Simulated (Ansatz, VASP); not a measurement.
**Al3BAs4: VASP beside Ansatz**

```
Al B As
1.0
     3.88188    0.00000    0.00000
    -1.94094    3.36181    0.00000
     0.00000    0.00000   12.96249
Al B As
3 1 4
Direct
  0.33333 0.66667 0.50063
  0.66667 0.33333 0.23968
  0.66667 0.33333 0.76173
  0.33333 0.66667 0.00599
  0.33333 0.66667 0.16840
  0.33333 0.66667 0.69103
  0.66667 0.33333 0.42991
  0.66667 0.33333 0.95463
```

Alike in both runs: functional PBE; k mesh 12 × 12 × 4; occupations gaussian, width 0.01 eV; no spin polarisation.

Ansatz relaxed the structure, and its values are those at the end. VASP's run is a single point on that final structure, the one shown.

|  | VASP | Ansatz |
| --- | --- | --- |
| version | VASP 6.6.1 | Ansatz 0.2.0 |
| potentials or method | VASP PAW PBE potentials, release 64 (Al, B, As), cutoff 520 eV | scalar-relativistic, plane waves, PAW |
| valence electrons in the cell | 32 | 72 |

Ansatz gave:

- gap on the k mesh at the Fermi level (eV): 0.15
- least direct gap on the mesh (eV): 0.15
- pressure (GPa): 0.0
- rms of the force components (eV/Å): 0.001

Q: Estimate VASP's values.

A: gap on the k mesh at the Fermi level (eV): 0.15; least direct gap on the mesh (eV): 0.15; pressure (GPa): 0.2; rms of the force components (eV/Å): 0.007.

VASP's potentials hold 32 valence electrons a cell and Ansatz's 72, so a difference there can come from the potentials and not from the codes.
